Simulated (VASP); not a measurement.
A run of VASP 6.6.1:

The input INCAR:

```
PREC = Accurate
ENCUT = 520
EDIFF = 1E-7
ISMEAR = 0
SIGMA = 0.1
LREAL = F
LASPH = T
NELM = 80
ALGO = Normal
ISIF = 2
LWAVE = F
LCHARG = F
GGA = PE
NBANDS = 16
```

KPOINTS

```
regular mesh
0
Gamma
  21 21 6
```

The input POSCAR:

```
C
1.0
    2.5598079671      0.0000000000      0.0000000000
   -1.2799039836      2.2168587283      0.0000000000
    0.0000000000      0.0000000000      7.1387344000
C
4
Direct
    0.0000000000      0.0000000000     -0.0147275405
    0.0000000000      0.0000000000      0.4852724595
    0.3333333333      0.6666666667      0.0197275405
    0.6666666667      0.3333333333      0.5197275405
```

Potentials or basis: VASP PAW PBE potentials, release 64 (C).

Launch:

```console
$ cat potpaw_PBE.64/C/POTCAR > POTCAR
$ mpirun -np 1 vasp_std > vasp.out
```

Hardware: 1 thread of Intel Xeon 8259CL, with other jobs on the host.

Q: How long does it take, and how much memory?

A: It took 3 min on 1 thread of Intel Xeon 8259CL, on a shared host, peak memory 0.21 GiB. Counts: scf iterations 14, k points 192.
